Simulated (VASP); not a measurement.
# CdO2 (P6_3/mmc) in VASP: single point with PBEsol

Aim: the single point of CdO2 with PBEsol.

Program: VASP 6.6.1. These are calculated values, not measurements. Logs are shortened: lines on timing, memory, paths and dates and some standing lists are left out, and cuts for length are marked.

## 1. The cell of the first run

The structure is hexagonal, space group P6_3/mmc (No. 194). Conventional cell: a = 3.692 Å, b = 3.692 Å, c = 7.293 Å, α = 90.00°, β = 90.00°, γ = 120.00°. Cd (site symmetry -6m2) has 8 O at 2.28 to 2.84 Å within 3.0 Å. Within 2.1 Å of O (site symmetry 3m) lie 1 O at 1.61 Å.

## 2. Single point, PBEsol

File INCAR:

```
PREC = Accurate
ENCUT = 520
EDIFF = 1E-7
ISMEAR = -1
SIGMA = 0.03
LREAL = False
LASPH = True
NELM = 80
ALGO = Normal
ISIF = 2
LWAVE = False
LCHARG = True
GGA = PS
LELF = True
LVHAR = True
NBANDS = 33
```

File KPOINTS:

```
regular mesh
0
Gamma
  9 9 2
```

File POSCAR:

```
CdO2
1.0
    3.6915780589      0.0000000045      0.0000000000
   -1.8457890333      3.1970003768      0.0000000000
    0.0000000000      0.0000000000      7.2927053083
Cd O
2 4
Direct
    0.6666666667      0.3333333333      0.2499967200
    0.3333333333      0.6666666667      0.7500032800
    0.3333333333      0.6666666667      0.3600971056
    0.6666666667      0.3333333333      0.8601009955
    0.3333333333      0.6666666667      0.1398990045
    0.6666666667      0.3333333333      0.6399028944
```

Potentials or basis: VASP PAW PBE potentials, release 64 (Cd, O).

Started as:

```sh
> cat potpaw_PBE.64/Cd/POTCAR potpaw_PBE.64/O/POTCAR > POTCAR
> mpirun -np 1 vasp_std > vasp.out
```

OUTCAR:

```text
PREC = Accurate
   ENCUT = 520
   EDIFF = 1E-7
   ISMEAR = -1
   LREAL = False
   LASPH = True
   NELM = 80
   ISIF = 2
   GGA = PS

 ion  position               nearest neighbor table
   1  0.667  0.333  0.250-   5 2.28   5 2.28   5 2.28   3 2.28   3 2.28   3 2.28   4 2.84   6 2.84

   2  0.333  0.667  0.750-   4 2.28   4 2.28   4 2.28   6 2.28   6 2.28   6 2.28   5 2.84   3 2.84

   3  0.333  0.667  0.360-   5 1.61   1 2.28   1 2.28   1 2.28   2 2.84
   4  0.667  0.333  0.860-   6 1.61   2 2.28   2 2.28   2 2.28   1 2.84
   5  0.333  0.667  0.140-   3 1.61   1 2.28   1 2.28   1 2.28   2 2.84
   6  0.667  0.333  0.640-   4 1.61   2 2.28   2 2.28   2 2.28   1 2.84

  LATTYP: Found a hexagonal cell.
 ALAT       =     3.6915780589
 C/A-ratio  =     1.9754980640

  Lattice vectors:

 A1 = (   3.6915780589,   0.0000000045,   0.0000000000)
 A2 = (  -1.8457890333,   3.1970003768,   0.0000000000)
 A3 = (   0.0000000000,   0.0000000000,   7.2927053083)

Analysis of symmetry for initial positions (statically):
=====================================================================
 Subroutine PRICEL returns:
 Original cell was already a primitive cell.

 Routine SETGRP: Setting up the symmetry group for a
 hexagonal supercell.

 Subroutine GETGRP returns: Found 12 space group operations
 (whereof 12 operations were pure point group operations)
 out of a pool of 24 trial point group operations.

The static configuration has the point symmetry D_3d.

Analysis of symmetry for dynamics (positions and initial velocities):
=====================================================================
 Subroutine PRICEL returns:
 Original cell was already a primitive cell.

 Routine SETGRP: Setting up the symmetry group for a
 hexagonal supercell.

 Subroutine GETGRP returns: Found 12 space group operations
 (whereof 12 operations were pure point group operations)
 out of a pool of 24 trial point group operations.

The dynamic configuration has the point symmetry D_3d.

 Subroutine INISYM returns: Found 12 space group operations
 (whereof 12 operations are pure point group operations),
 and found     1 'primitive' translations

----------------------------------------------------------------------------------------

                                     Primitive cell

  volume of cell :      86.0683

  direct lattice vectors                    reciprocal lattice vectors
     3.691578059  0.000000004  0.000000000     0.270886863  0.156396604  0.000000000
    -1.845789033  3.197000377  0.000000000    -0.000000000  0.312793207  0.000000000
     0.000000000  0.000000000  7.292705308     0.000000000  0.000000000  0.137123325

  length of vectors
     3.691578059  3.691578059  7.292705308     0.312793207  0.312793207  0.137123325

  position of ions in fractional coordinates (direct lattice)
     0.666666667  0.333333333  0.249996720
     0.333333333  0.666666667  0.750003280
     0.333333333  0.666666667  0.360097106
     0.666666667  0.333333333  0.860100995
     0.333333333  0.666666667  0.139899005
     0.666666667  0.333333333  0.639902894

  ion indices of the primitive-cell ions
   primitive index   ion index
                 1           1
                 2           2
                 3           3
                 4           4
                 5           5
                 6           6

----------------------------------------------------------------------------------------

 KPOINTS: regular mesh

Automatic generation of k-mesh.
 Grid dimensions read from file:
 generate k-points for:    9    9    2

 Generating k-lattice:

  Cartesian coordinates                     Fractional coordinates (reciprocal lattice)
     0.030098540  0.017377400  0.000000000     0.111111111 -0.000000000  0.000000000
    -0.000000000  0.034754801  0.000000000     0.000000000  0.111111111  0.000000000
     0.000000000  0.000000000  0.068561662     0.000000000  0.000000000  0.500000000

  Length of vectors
     0.034754801  0.034754801  0.068561662

  Shift w.r.t. Gamma in fractional coordinates (k-lattice)
     0.000000000  0.000000000  0.000000000

 Subroutine IBZKPT returns following result:
 ===========================================

 Found     24 irreducible k-points:

 Following reciprocal coordinates:
            Coordinates               Weight
  0.000000  0.000000  0.000000      1.000000
  0.111111 -0.000000  0.000000      6.000000
  0.222222 -0.000000  0.000000      6.000000
  0.333333  0.000000  0.000000      6.000000
  0.444444 -0.000000  0.000000      6.000000
  0.111111  0.111111  0.000000      6.000000
[... 16 lines left out ...]
  0.333333  0.222222  0.500000     12.000000
  0.333333  0.333333  0.500000      2.000000
   k-points           NKPTS =     24   k-points in BZ     NKDIM =     24   number of bands    NBANDS=     33
   number of dos      NEDOS =    301   number of ions     NIONS =      6
   total plane-waves  NPLWV =  42336
   dimension x,y,z NGX =    28 NGY =   28 NGZ =   54
   dimension x,y,z NGXF=    56 NGYF=   56 NGZF=  108
   ions per type =               2   4
   NGX,Y,Z   is equivalent  to a cutoff of  12.61, 12.61, 12.31 a.u.
   NGXF,Y,Z  is equivalent  to a cutoff of  25.22, 25.22, 24.62 a.u.
 SYSTEM =  unknown system
   PREC   = accura    normal or accurate (medium, high low for compatibility)
   ISTART =      0    job   : 0-new  1-cont  2-samecut
   ICHARG =      2    charge: 1-file 2-atom 10-const
   ISPIN  =      1    spin polarized calculation?
   LNONCOLLINEAR =      F non collinear calculations
   LSORBIT =      F    spin-orbit coupling
   LASPH  =      T    aspherical Exc in radial PAW
   ENCUT  =  520.0 eV  38.22 Ry    6.18 a.u.   6.86  6.86 13.56*2*pi/ulx,y,z
   NELM   =     80;   NELMIN=  2; NELMDL= -5     # of ELM steps
   EDIFF  = 0.1E-06   stopping-criterion for ELM
   LREAL  =      F    real-space projection
   EDIFFG = 0.1E-05   stopping-criterion for IOM
   NSW    =      0    number of steps for IOM
   IBRION =     -1    ionic relax: 0-MD 1-quasi-New 2-CG
   NFREE  =      0    steps in history (QN), initial steepest desc. (CG)
   ISIF   =      2    stress and relaxation
   ISYM   =      2    0-nonsym 1-usesym 2-fastsym
   POTIM  = 0.5000    time-step for ionic-motion
   TEBEG  =    0.0;   TEEND  =   0.0 temperature during run
   PSTRESS=    0.0 pullay stress
   NELECT =      48.0000    total number of electrons
   NUPDOWN=      -1.0000    fix difference up-down
   EMIN   =  10.00;   EMAX   =-10.00  energy-range for DOS
   EFERMI =   0.00;   METHOD = LEGACY
   ISMEAR =    -1;   SIGMA  =   0.03  broadening in eV -4-tet -1-fermi 0-gaus
   EFERMI_NEDOS =   21; number of points for ismear=-14 and -15
   IALGO  =     38    algorithm
   IMIX   =      4    mixing-type and parameters
     AMIX     =   0.40;   BMIX     =  1.00
     AMIX_MAG =   1.60;   BMIX_MAG =  1.00
  volume/ion in A,a.u.               =      14.34        96.80
  Fermi-wavevector in a.u.,A,eV,Ry     =   1.347537  2.546476 24.706229  1.815857
  Thomas-Fermi vector in A             =   2.475280
   LORBIT       =      0    0 simple, 1 ext, 2 COOP (PROOUT), +10 PAW based schemes
   GGA     = PS    functional components
   LHFCALC =     F    Hartree Fock is set to
   AEXX    =    0.0000 exact exchange contribution
   IVDW    =     0    specifies the selected vdW correction
   LEPSILON=     F    determine dielectric tensor
   LRPA    =     F    only Hartree local field effects (RPA)
 non-spin polarized calculation
  energy-cutoff  :      520.00
  volume of cell :       86.07
 maximum number of plane-waves:      2328
 NGX is ok and might be reduce to    28
   NGX = 13   NGY = 13   NGZ = 27

 number of electron      48.0000009 magnetization

 Free energy of the ion-electron system (eV)
  ---------------------------------------------------
  ext. energy  EPLUGINS =         0.00000000
  ---------------------------------------------------
  free energy    TOTEN  =       -24.03538290 eV

  energy without entropy =      -24.03448023  energy(sigma->0) =      -24.03493156

 E-fermi :   0.9860     XC(G=0): -10.2456

 val. band max:        0.8679797870   @ k =   0.3333   0.3333   0.0000
 cond. band min:       1.0407525733   @ k =   0.0000   0.0000   0.5000
 fundamental gap:      0.1727727863
 Fermi energy:         0.9859930716

 k-point     1 :       0.0000    0.0000    0.0000
  band No.  band energies     occupation
      1     -19.7613      2.00000
      2     -19.5295      2.00000
      3     -14.6768      2.00000
      4     -13.9502      2.00000
      5      -7.2867      2.00000
      6      -7.2867      2.00000
[... 25 lines left out ...]
     32      11.0210      0.00000
     33      11.8808      0.00000

 k-point     2 :       0.1111   -0.0000    0.0000
  band No.  band energies     occupation
      1     -19.7373      2.00000
      2     -19.5175      2.00000
      3     -14.6591      2.00000
      4     -13.9738      2.00000
      5      -7.2557      2.00000
      6      -7.2331      2.00000
[... 25 lines left out ...]
     32      11.1067      0.00000
     33      11.2749      0.00000

 k-point     3 :       0.2222   -0.0000    0.0000
  band No.  band energies     occupation
      1     -19.6745      2.00000
      2     -19.4892      2.00000
      3     -14.6090      2.00000
      4     -14.0388      2.00000
      5      -7.1620      2.00000
      6      -7.0978      2.00000
[... 25 lines left out ...]
     32      10.7536      0.00000
     33      11.9540      0.00000

 k-point     4 :       0.3333    0.0000    0.0000
  band No.  band energies     occupation
      1     -19.5972      2.00000
      2     -19.4628      2.00000
      3     -14.5350      2.00000
      4     -14.1289      2.00000
      5      -6.9489      2.00000
      6      -6.8525      2.00000
[... 25 lines left out ...]
     32      11.2261      0.00000
     33      12.2283      0.00000

 k-point     5 :       0.4444   -0.0000    0.0000
  band No.  band energies     occupation
      1     -19.5389      2.00000
      2     -19.4537      2.00000
      3     -14.4623      2.00000
      4     -14.2117      2.00000
      5      -6.7150      2.00000
      6      -6.6000      2.00000
[... 604 lines left out ...]
 k-point    22 :       0.2222    0.2222    0.5000
  band No.  band energies     occupation
      1     -19.5076      2.00000
      2     -19.5076      2.00000
      3     -14.3456      2.00000
      4     -14.3456      2.00000
      5      -6.7762      2.00000
      6      -6.7762      2.00000
[... 25 lines left out ...]
     32      10.0391      0.00000
     33      12.0700      0.00000

 k-point    23 :       0.3333    0.2222    0.5000
  band No.  band energies     occupation
      1     -19.4813      2.00000
      2     -19.4813      2.00000
      3     -14.3476      2.00000
      4     -14.3476      2.00000
      5      -6.5769      2.00000
      6      -6.5768      2.00000
[... 25 lines left out ...]
     32      10.4287      0.00000
     33      11.6049      0.00000

 k-point    24 :       0.3333    0.3333    0.5000
  band No.  band energies     occupation
      1     -19.4724      2.00000
      2     -19.4724      2.00000
      3     -14.3480      2.00000
      4     -14.3480      2.00000
      5      -6.6094      2.00000
      6      -6.6094      2.00000
[... 25 lines left out ...]
     32      10.2325      0.00000
     33      11.3421      0.00000

------------------------ aborting loop because EDIFF is reached ----------------------------------------

  FORCE on cell =-STRESS in cart. coord.  units (eV):
  Direction    XX          YY          ZZ          XY          YZ          ZX
  --------------------------------------------------------------------------------------
  -------------------------------------------------------------------------------------
  Total        0.7843436      0.7843436      0.5307238      0.0000000      0.0000000      0.0000000
  in kB       14.6006952     14.6006952      9.8795168      0.0000000      0.0000000      0.0000000
  external PRESSURE =      13.0269691 kB  Pullay stress =       0.0000000 kB

 VOLUME and BASIS-vectors are now :
 -----------------------------------------------------------------------------
  energy-cutoff  :      520.00
  volume of cell :       86.07
      direct lattice vectors                 reciprocal lattice vectors
     3.691578059  0.000000004  0.000000000     0.270886863  0.156396604  0.000000000
    -1.845789033  3.197000377  0.000000000    -0.000000000  0.312793207  0.000000000
     0.000000000  0.000000000  7.292705308     0.000000000  0.000000000  0.137123325

 POSITION                                       TOTAL-FORCE (eV/Angst)
 -----------------------------------------------------------------------------------
      1.84579      1.06567      1.82315        -0.000000      0.000000      0.000031
     -0.00000      2.13133      5.46955         0.000000     -0.000000     -0.000031
     -0.00000      2.13133      2.62608        -0.000000      0.000000      0.181948
      1.84579      1.06567      6.27246         0.000000     -0.000000      0.182044
     -0.00000      2.13133      1.02024        -0.000000      0.000000     -0.182044
      1.84579      1.06567      4.66662         0.000000     -0.000000     -0.181948
 -----------------------------------------------------------------------------------
    total drift:                                0.000000     -0.000000      0.000000

  FREE ENERGIE OF THE ION-ELECTRON SYSTEM (eV)
  ---------------------------------------------------
  free  energy   TOTEN  =       -24.0353828957 eV

  energy  without entropy=      -24.0344802317  energy(sigma->0) =      -24.03493156
```

It took 1.7 min on 1 thread of Intel Xeon 8259CL, shared host; peak memory 0.22 GiB.

What came out:

| Property | Result |
| --- | --- |
| Free energy | -24.0354 eV |
| Pressure | 1.3 GPa |
| Largest force | 0.182 eV/Å |
| Band gap on the k mesh | 0.17 eV (least direct gap 0.68 eV) |

Forces on the atoms (eV/Å):
```
Cd   0.000  0.000  0.000
Cd   0.000  0.000  0.000
O    0.000  0.000  0.182
O    0.000  0.000  0.182
O    0.000  0.000 -0.182
O    0.000  0.000 -0.182
```

Levels at points of the mesh, in eV from the valence-band top:
| k point | band 21 | band 22 | band 23 | band 24 | band 25 | band 26 | band 27 | band 28 |
| --- | --- | --- | --- | --- | --- | --- | --- | --- |
| (0.00, 0.00, 0.00) | -0.63 | -0.63 | -0.38 | -0.38 | 0.61 | 1.07 | 1.27 | 2.93 |
| (0.00, 0.00, 0.50) | -0.50 | -0.50 | -0.50 | -0.50 | 0.17 | 0.17 | 3.28 | 3.28 |

Caveat: the k points lie up to 0.43 Å⁻¹ apart; semilocal functionals underestimate gaps, and a narrow one can read as zero; the PAW data sets were made with another functional, which shifts forces and pressure a little. A k mesh can miss the band edges.
